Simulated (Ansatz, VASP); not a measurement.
## One calculation of La2O3, two programs

```
La O
1.0
     3.88302    0.00000    0.00000
    -1.94151    3.36280    0.00000
     0.00000    0.00000    5.95116
La O
2 3
Direct
  0.66667 0.33333 0.75746
  0.33333 0.66667 0.24254
  0.66667 0.33333 0.35238
  0.33333 0.66667 0.64762
  0.00000 0.00000 0.00000
```

Change from the starting cell: strained cell.

Alike in both runs: functional PBE; k mesh 9 × 9 × 4; occupations gaussian, width 0.02 eV; no spin polarisation.

Ansatz relaxed the structure, and its values are those at the end. VASP's run is a single point on that final structure, the one shown.

|  | VASP | Ansatz |
| --- | --- | --- |
| version | VASP 6.6.1 | Ansatz 0.2.0 |
| potentials or method | VASP PAW PBE potentials, release 64 (La, O), cutoff 520 eV | scalar-relativistic, plane waves, PAW |
| valence electrons in the cell | 40 | 40 |

Ansatz gave:

| Quantity | Value |
| --- | --- |
| gap on the k mesh at the Fermi level (eV) | 3.92 |
| least direct gap on the mesh (eV) | 3.96 |
| pressure (GPa) | 8.7 |
| rms of the force components (eV/Å) | 0.001 |

**Question.** What did VASP give for the same quantities?

**Answer.** gap on the k mesh at the Fermi level (eV): 3.93; least direct gap on the mesh (eV): 3.97; pressure (GPa): 8.3; rms of the force components (eV/Å): 0.006.

Ansatz's warnings: stress scf threshold loose.

Neither program's run includes spin-orbit coupling.
